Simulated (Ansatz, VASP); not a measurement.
# SnO2: VASP beside Ansatz

File INCAR:

```
ALGO = Normal
EDIFF = 1E-6
ENCUT = 520
ISIF = 2
ISMEAR = -1
LASPH = T
LCHARG = T
LELF = T
LREAL = F
LVHAR = T
LWAVE = F
NBANDS = 35
NELM = 80
PREC = Accurate
SIGMA = 0.05
```

File KPOINTS:

```
k-points
0
Gamma
  9 9 9
```

Contents of POSCAR:

```
SnO2
1.0
   -2.0000686112      2.0000686112      5.1236788559
    2.0000686112     -2.0000686112      5.1236788559
    2.0000686112      2.0000686112     -5.1236788559
Sn O
2 4
Direct
    0.0000000000      0.0000000000      0.0000000000
    0.7500000000      0.2500000000      0.5000000000
    0.5465225900      0.0465225900      0.5000000000
    0.2034774100      0.2034774100      0.0000000000
    0.9534774100      0.4534774100      0.5000000000
    0.7965225900      0.7965225900      0.0000000000
```

The input input.yaml:

```yaml
crystal:
  lattice:
    - [-2.0000686112, 2.0000686112, 5.1236788559]
    - [2.0000686112, -2.0000686112, 5.1236788559]
    - [2.0000686112, 2.0000686112, -5.1236788559]
  atoms:
    - { symbol: Sn, position: [0.0, 0.0, 0.0] }
    - { symbol: Sn, position: [0.75, 0.25, 0.5] }
    - { symbol: O, position: [0.54652259, 0.04652259, 0.5] }
    - { symbol: O, position: [0.20347741, 0.20347741, 0.0] }
    - { symbol: O, position: [0.95347741, 0.45347741, 0.5] }
    - { symbol: O, position: [0.79652259, 0.79652259, 0.0] }
kpoints:
  mp_grid: { grid: [9, 9, 9] }
  band_path:
    path:
      - [0.0, 0.0, 0.0]
      - [-0.5, 0.5, 0.0]
      - [-0.5, 0.5, -0.0761896521]
      - [-0.2880948261, 0.2880948261, -0.2880948261]
      - [0.0, 0.0, 0.0]
      - [0.5, 0.5, -0.5]
      - [0.2880948261, 0.7119051739, -0.7119051739]
      - [0.0, 0.5, -0.5]
    npoints: 8
scf:
  occupations: { method: fermi_dirac, width: 0.05 }
hamiltonian:
  xc: lda
  pseudopotentials: { kind: all_electron, lapw: { basis_error: 0.002 } }
output:
  forces: true
  stress: true
  eigenvalues: true
```

Alike in both runs: functional LDA; k mesh 9 × 9 × 9; occupations fermi-dirac, width 0.05 eV; no spin polarisation.

|  | VASP | Ansatz |
| --- | --- | --- |
| version | VASP 6.6.1 | Ansatz 0.2.0 |
| potentials or method | VASP PAW LDA potentials, release 64 (Sn_d, O), cutoff 520 eV | all-electron LAPW, scalar-relativistic |
| task | single point | band structure |

|  | VASP | Ansatz | Ansatz less VASP |
| --- | --- | --- | --- |
| gap on the k mesh at the Fermi level (eV) | 1.52 | 1.49 | -0.025 |
| least direct gap on the mesh (eV) | 1.91 | 1.88 | -0.026 |
| pressure (GPa) | -3.0 | -3.8 | -0.77 |
| traceless stress, the component that is largest in VASP (GPa) | -0.62 | -0.85 | -0.223 |
| rms of the force components (eV/Å) | 0.074 | 0.091 | +0.0163 |

LDA's correlation is that of Perdew and Zunger in VASP and of Perdew and Wang (1992) in Ansatz. Atom by atom the forces differ by 0.016 eV/Å (rms over components). Ansatz ran all-electron here, and VASP with PAW potentials.
